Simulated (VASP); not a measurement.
# Ni (Fm-3m) in VASP: a series of runs, part 2 of 2

VASP 6.6.1. The steps go on from the part before.

### 4 Single point, PBE, collinear spin, ferromagnetic start

File INCAR:

```
PREC = Accurate
ENCUT = 520
EDIFF = 1E-7
ISMEAR = -1
SIGMA = 0.1
LREAL = False
LASPH = True
NELM = 150
ALGO = Normal
ISIF = 2
LWAVE = False
LCHARG = False
ISPIN = 2
MAGMOM = 1.2
LORBIT = 11
NUPDOWN = 1.2
LMAXMIX = 4
GGA = PE
NBANDS = 15
```

File KPOINTS:

```
Automatic mesh
0
Gamma
  15 15 15
```

File POSCAR:

```
Ni
1.0
    0.0000000000      1.7651000000      1.7651000000
    1.7651000000      0.0000000000      1.7651000000
    1.7651000000      1.7651000000      0.0000000000
Ni
1
Direct
    0.0000000000      0.0000000000      0.0000000000
```

Potentials or basis: VASP PAW PBE potentials, release 64 (Ni).

Run with:

```console
> cat potpaw_PBE.64/Ni/POTCAR > POTCAR
> mpirun -np 1 vasp_std > vasp.out
```

OUTCAR:

```text
PREC = Accurate
   ENCUT = 520
   EDIFF = 1E-7
   ISMEAR = -1
   LREAL = False
   LASPH = True
   NELM = 150
   ISIF = 2
   ISPIN = 2
   LORBIT = 11
   NUPDOWN = 1.2
   GGA = PE

 ion  position               nearest neighbor table
   1  0.000  0.000  0.000-

  LATTYP: Found a face centered cubic cell.
 ALAT       =     3.5302000000

  Lattice vectors:

 A1 = (   0.0000000000,   1.7651000000,   1.7651000000)
 A2 = (   1.7651000000,   0.0000000000,   1.7651000000)
 A3 = (   1.7651000000,   1.7651000000,   0.0000000000)

Analysis of symmetry for initial positions (statically):
=====================================================================
 Subroutine PRICEL returns:
 Original cell was already a primitive cell.

 Routine SETGRP: Setting up the symmetry group for a
 face centered cubic supercell.

 Subroutine GETGRP returns: Found 48 space group operations
 (whereof 48 operations were pure point group operations)
 out of a pool of 48 trial point group operations.

The static configuration has the point symmetry O_h .

Analysis of symmetry for dynamics (positions and initial velocities):
[... 627 lines left out ...]
     11      39.7175      0.00000
     12      39.7175      0.00000
     13      39.7175      0.00000
     14      42.5803      0.00000
[... 403 lines left out ...]
      4       7.9466      0.99997
      5       8.2282      0.99951
      6       8.7377      0.92528
      7      28.9495      0.00000
      8      31.5054      0.00000
      9      31.9000      0.00000
     10      34.1725      0.00000
     11      38.6439      0.00000
     12      43.0200      0.00000
     13      44.7162      0.00000
     14      45.3181      0.00000
     15      50.1941      0.00000

 [... further k-points ...]

------------------------ aborting loop because EDIFF is reached ----------------------------------------

  FORCE on cell =-STRESS in cart. coord.  units (eV):
  Direction    XX          YY          ZZ          XY          YZ          ZX
  --------------------------------------------------------------------------------------
  -------------------------------------------------------------------------------------
  Total        0.3058031      0.3058031      0.3058031      0.0000000     -0.0000000      0.0000000
  in kB       44.5465903     44.5465903     44.5465903      0.0000000     -0.0000000      0.0000000
  external PRESSURE =      44.5465903 kB  Pullay stress =       0.0000000 kB

 VOLUME and BASIS-vectors are now :
 -----------------------------------------------------------------------------
  energy-cutoff  :      520.00
  volume of cell :       11.00
      direct lattice vectors                 reciprocal lattice vectors
     0.000000000  1.765100000  1.765100000    -0.283270070  0.283270070  0.283270070
     1.765100000  0.000000000  1.765100000     0.283270070 -0.283270070  0.283270070
     1.765100000  1.765100000  0.000000000     0.283270070  0.283270070 -0.283270070

 POSITION                                       TOTAL-FORCE (eV/Angst)
 -----------------------------------------------------------------------------------
      0.00000      0.00000      0.00000        -0.000000      0.000000      0.000000
 -----------------------------------------------------------------------------------
    total drift:                                0.000000      0.000000      0.000000

  FREE ENERGIE OF THE ION-ELECTRON SYSTEM (eV)
  ---------------------------------------------------
  free  energy   TOTEN  =        -5.2524438380 eV

  energy  without entropy=       -5.2057350134  energy(sigma->0) =       -5.22908943

 total charge

# of ion       s       p       d       tot
------------------------------------------
    1        0.514   0.533   8.222   9.269

 magnetization (x)

# of ion       s       p       d       tot
------------------------------------------
    1        0.021   0.039   1.115   1.175
```

Run time: 41 s. Hardware: 1 thread of Intel Xeon Platinum 8259CL at 2.50GHz (Skylake/Cascade Lake), shared host; peak memory 0.15 GiB.

Results:

```yaml
Free_energy: -5.2524 eV
Pressure: 4.5 GPa
Net_moment: 1.20 μB per cell
Site_moments: Ni +1.18 μB
Valence_electrons_inside_the_program's_atomic_spheres: Ni 9.27
```

Caveat: the total moment is fixed, so each spin has its own Fermi level.

### 5 Single point, PBE, collinear spin, ferromagnetic start

File INCAR:

```
SYSTEM = Ni
  PREC = Accurate
  ENCUT = 520
  EDIFF = 1E-6
  ISMEAR = -1
  SIGMA = 0.1
  LREAL = .FALSE.
  LASPH = .TRUE.
  NELM = 150
  ALGO = Normal
  ISIF = 2
  LWAVE = .FALSE.
  LCHARG = .FALSE.
  ISPIN = 2
  MAGMOM = 1.68
  LORBIT = 11
  NUPDOWN = 1.68
  LMAXMIX = 4
  GGA = PE
  NBANDS = 15
```

File KPOINTS:

```
Automatic mesh
0
G
  15 15 15
  0 0 0
```

POSCAR is that of step 4.

Run with:

```console
> cat potpaw_PBE.64/Ni/POTCAR > POTCAR
> mpirun -np 1 vasp_std > vasp.out
```

Run time: 36 s. Hardware: 1 thread of Intel Xeon Platinum 8259CL at 2.50GHz (Skylake/Cascade Lake), shared host; peak memory 0.15 GiB.

It converged, with:

- Free energy: -4.5626 eV
- Pressure: 14.1 GPa
- Net moment: 1.68 μB per cell
- Site moments: Ni +1.60 μB
- Valence electrons inside the program's atomic spheres: Ni 9.24

Caveat: the total moment is fixed, so each spin has its own Fermi level.

### 6 Single point, PBE, collinear spin, ferromagnetic start

File INCAR:

```
ALGO = Normal
EDIFF = 1E-7
ENCUT = 520
GGA = PE
ISIF = 2
ISMEAR = -1
ISPIN = 2
LASPH = T
LCHARG = T
LELF = T
LMAXMIX = 4
LORBIT = 11
LREAL = F
LVHAR = T
LWAVE = F
MAGMOM = 0.2
NBANDS = 15
NELM = 150
PREC = Accurate
SIGMA = 0.1
```

File KPOINTS:

```
k-points
0
Gamma
  15 15 15
```

POSCAR is that of step 5.

Potentials or basis: VASP PAW PBE potentials, release 64 (Ni).

Run with:

```console
> cat potpaw_PBE.64/Ni/POTCAR > POTCAR
> mpirun -np 1 vasp_std > vasp.out
```

OUTCAR:

```text
EDIFF = 1E-7
   ENCUT = 520
   GGA = PE
   ISIF = 2
   ISMEAR = -1
   ISPIN = 2
   LASPH = T
   LORBIT = 11
   LREAL = F
   NELM = 150
   PREC = Accurate

 ion  position               nearest neighbor table
   1  0.000  0.000  0.000-

  LATTYP: Found a face centered cubic cell.
 ALAT       =     3.5302000000

  Lattice vectors:

 A1 = (   0.0000000000,   1.7651000000,   1.7651000000)
 A2 = (   1.7651000000,   0.0000000000,   1.7651000000)
 A3 = (   1.7651000000,   1.7651000000,   0.0000000000)

Analysis of symmetry for initial positions (statically):
=====================================================================
 Subroutine PRICEL returns:
 Original cell was already a primitive cell.

 Routine SETGRP: Setting up the symmetry group for a
 face centered cubic supercell.

 Subroutine GETGRP returns: Found 48 space group operations
 (whereof 48 operations were pure point group operations)
 out of a pool of 48 trial point group operations.

The static configuration has the point symmetry O_h .

Analysis of symmetry for dynamics (positions and initial velocities):
=====================================================================
 Subroutine PRICEL returns:
 Original cell was already a primitive cell.

 Routine SETGRP: Setting up the symmetry group for a
 face centered cubic supercell.

 Subroutine GETGRP returns: Found 48 space group operations
 (whereof 48 operations were pure point group operations)
 out of a pool of 48 trial point group operations.

The dynamic configuration has the point symmetry O_h .

Analysis of structural, dynamic, and magnetic symmetry:
=====================================================================
 Subroutine PRICEL returns:
 Original cell was already a primitive cell.

 Routine SETGRP: Setting up the symmetry group for a
 face centered cubic supercell.

 Subroutine GETGRP returns: Found 48 space group operations
 (whereof 48 operations were pure point group operations)
[... 160 lines left out ...]
      3       6.8236      1.00000
      4       6.8236      1.00000
      5       7.9671      1.00000
      6       7.9671      1.00000
      7      32.8540      0.00000
      8      36.6270      0.00000
      9      36.6270      0.00000
     10      36.6270      0.00000
     11      39.5347      0.00000
     12      39.5347      0.00000
     13      39.5347      0.00000
     14      42.5242      0.00000
[... 403 lines left out ...]
      4       7.1980      1.00000
      5       7.6296      1.00000
      6       8.1381      0.99998
      7      28.7800      0.00000
      8      31.3199      0.00000
      9      31.8108      0.00000
     10      34.0748      0.00000
     11      38.3502      0.00000
     12      42.9242      0.00000
     13      44.6498      0.00000
     14      45.2427      0.00000
     15      49.9483      0.00000

 [... further k-points ...]

 spin component 2

 k-point     1 :       0.0000    0.0000    0.0000
  band No.  band energies     occupation
      1       0.2551      1.00000
      2       7.5675      1.00000
      3       7.5675      1.00000
      4       7.5675      1.00000
      5       8.5720      0.99834
      6       8.5720      0.99834
      7      32.6933      0.00000
      8      36.6161      0.00000
      9      36.6161      0.00000
     10      36.6161      0.00000
     11      39.6350      0.00000
     12      39.6350      0.00000
     13      39.6350      0.00000
     14      42.3968      0.00000
[... 403 lines left out ...]
      4       7.9487      1.00000
      5       8.2374      0.99994
      6       8.7567      0.98956
      7      28.8497      0.00000
      8      31.4043      0.00000
      9      31.7791      0.00000
     10      34.0488      0.00000
     11      38.5584      0.00000
     12      42.9076      0.00000
     13      44.5904      0.00000
     14      45.1968      0.00000
     15      50.0485      0.00000

 [... further k-points ...]

------------------------ aborting loop because EDIFF is reached ----------------------------------------

  FORCE on cell =-STRESS in cart. coord.  units (eV):
  Direction    XX          YY          ZZ          XY          YZ          ZX
  --------------------------------------------------------------------------------------
  -------------------------------------------------------------------------------------
  Total       -0.1064997     -0.1064997     -0.1064997      0.0000000      0.0000000     -0.0000000
  in kB      -15.5139003    -15.5139003    -15.5139003      0.0000000      0.0000000     -0.0000000
  external PRESSURE =     -15.5139003 kB  Pullay stress =       0.0000000 kB

 VOLUME and BASIS-vectors are now :
 -----------------------------------------------------------------------------
  energy-cutoff  :      520.00
  volume of cell :       11.00
      direct lattice vectors                 reciprocal lattice vectors
     0.000000000  1.765100000  1.765100000    -0.283270070  0.283270070  0.283270070
     1.765100000  0.000000000  1.765100000     0.283270070 -0.283270070  0.283270070
     1.765100000  1.765100000  0.000000000     0.283270070  0.283270070 -0.283270070

 POSITION                                       TOTAL-FORCE (eV/Angst)
 -----------------------------------------------------------------------------------
      0.00000      0.00000      0.00000         0.000000     -0.000000      0.000000
 -----------------------------------------------------------------------------------
    total drift:                                0.000000      0.000000      0.000000

  FREE ENERGIE OF THE ION-ELECTRON SYSTEM (eV)
  ---------------------------------------------------
  free  energy   TOTEN  =        -5.4984576262 eV

  energy  without entropy=       -5.4450226442  energy(sigma->0) =       -5.47174014

 total charge

# of ion       s       p       d       tot
------------------------------------------
    1        0.493   0.488   8.309   9.291

 magnetization (x)

# of ion       s       p       d       tot
------------------------------------------
    1       -0.006  -0.024   0.672   0.642
```

OSZICAR:

```text
N       E                     dE             d eps       ncg     rms          rms(c)
DAV:   1     0.326827384988E+02    0.32683E+02   -0.41801E+03  7669   0.848E+02
DAV:   2    -0.506827213501E+01   -0.37751E+02   -0.35071E+02  8145   0.161E+02
DAV:   3    -0.650161543015E+01   -0.14333E+01   -0.14175E+01  8789   0.308E+01
DAV:   4    -0.651045616837E+01   -0.88407E-02   -0.88391E-02  8681   0.230E+00
DAV:   5    -0.651056886289E+01   -0.11269E-03   -0.11269E-03  8999   0.232E-01    0.967E+00
DAV:   6    -0.584538117562E+01    0.66519E+00   -0.13918E+01 10406   0.403E+01    0.602E+00
DAV:   7    -0.550049153815E+01    0.34489E+00   -0.25538E+00  9694   0.155E+01    0.206E+00
DAV:   8    -0.550062559132E+01   -0.13405E-03   -0.56657E-02  9044   0.170E+00    0.770E-01
DAV:   9    -0.549827100373E+01    0.23546E-02   -0.98787E-03 10756   0.638E-01    0.359E-01
DAV:  10    -0.549840585046E+01   -0.13485E-03   -0.21411E-04  9326   0.128E-01    0.170E-01
DAV:  11    -0.549843246400E+01   -0.26614E-04   -0.84408E-04  9970   0.228E-01    0.588E-02
DAV:  12    -0.549845815233E+01   -0.25688E-04   -0.61624E-05  9177   0.647E-02    0.181E-02
DAV:  13    -0.549845795407E+01    0.19826E-06   -0.56936E-07  9568   0.640E-03    0.721E-03
DAV:  14    -0.549845754727E+01    0.40680E-06   -0.85648E-08  7821   0.281E-03    0.239E-03
DAV:  15    -0.549845762624E+01   -0.78974E-07   -0.11886E-07  6190   0.279E-03
   1 F= -.54984576E+01 E0= -.54717401E+01  d E =-.534350E-01  mag=     0.6297
```

It took 44 s on 1 thread of Intel Xeon Platinum 8259CL at 2.50GHz (Skylake/Cascade Lake), shared host; peak memory 0.15 GiB.

What came out:

```
Free energy                                           : -5.4985 eV
Pressure                                              : -1.6 GPa
Net moment                                            : 0.63 μB per cell
Site moments                                          : Ni +0.64 μB
Valence electrons inside the program's atomic spheres : Ni 9.29
```

### 7 Overview

| fixed moment (μB) | pressure (GPa) | moment (μB) |
| --- | --- | --- |
| 0.24 | -2.4 | 0.24 |
| 0.72 | -1.0 | 0.72 |
| 1.2 | 4.5 | 1.20 |
| 1.68 | 14.1 | 1.68 |
| - | -1.6 | 0.63 |

Alike in all rows: task single point; level PBE; potentials or basis VASP PAW PBE potentials, release 64 (Ni); spin collinear, ferromagnetic start; cell as given; k mesh 15 × 15 × 15; cutoff (eV) 520; smearing fermi-dirac 0.1 eV.

Caveats: the total moment is fixed, so each spin has its own Fermi level (some runs).

Total energies depend on the potentials used, so only differences within one code and one set of settings carry meaning.
